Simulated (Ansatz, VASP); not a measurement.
## Zn: VASP beside Ansatz

```
Zn
1.0
     2.61873    0.00000    0.00000
    -1.30936    2.26788    0.00000
     0.00000    0.00000    4.83890
Zn
2
Direct
  0.33333 0.66667 0.25000
  0.66667 0.33333 0.75000
```

Alike in both runs: task single point; functional r2SCAN; k mesh 14 × 14 × 7; occupations fermi-dirac, width 1 eV; no spin polarisation.

```csv
,VASP,Ansatz
version,VASP 6.6.1,Ansatz 0.2.0
potentials or method,"VASP PAW PBE potentials, release 64 (Zn), cutoff 520 eV","plane waves (500 eV) with PAW, scalar-relativistic"
valence electrons in the cell,24,24
```

Ansatz gave:

- pressure (GPa): 4.7
- traceless stress, the component that is largest in VASP (GPa): -1.68

Estimate VASP's values.

pressure (GPa): 5.2; traceless stress, the component that is largest in VASP (GPa): -1.80.

VASP's potentials were made for PBE, not for r2SCAN.
